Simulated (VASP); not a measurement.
LiZn, 4 atoms in the cell. The structure is cubic, space group Fd-3m (No. 227). The conventional cell has a = 5.931 Å, b = 5.931 Å, c = 5.931 Å, α = 90.00°, β = 90.00°, γ = 90.00°. Li (site symmetry -43m) has 10 Zn at 2.57 to 2.97 Å and 4 Li at 2.57 Å within 3.4 Å. Zn (site symmetry -43m) has 4 Zn at 2.57 Å and 10 Li at 2.57 to 2.97 Å within 3.4 Å. 

```yaml
Program: VASP 6.6.1
Task: single point
Functional: PBEsol
Potentials_or_basis: VASP PAW PBE potentials, release 64 (Li_sv, Zn)
Cutoff: 520 eV
k_mesh: 12 × 12 × 12
Occupations: gaussian, width 0.1 eV
Spin: no spin polarisation
Dipole_correction: no
Further_INCAR_settings: ALGO = Normal; EDIFF = 1e-06; NBANDS = 23
```

Potentials or basis: VASP PAW PBE potentials, release 64 (Li_sv, Zn).

The run is started by

```bash
$ cat potpaw_PBE.64/Li_sv/POTCAR potpaw_PBE.64/Zn/POTCAR > POTCAR
$ mpirun -np 1 vasp_std > vasp.out
```

Hardware: 1 thread of Intel Xeon 8259CL (shared host).

**Question.** How long does it take, and how much memory?

**Answer.** Wall time 98 s on 1 thread of Intel Xeon 8259CL, on a shared host, peak memory 0.21 GiB. Counts: scf iterations 12, k points 72.
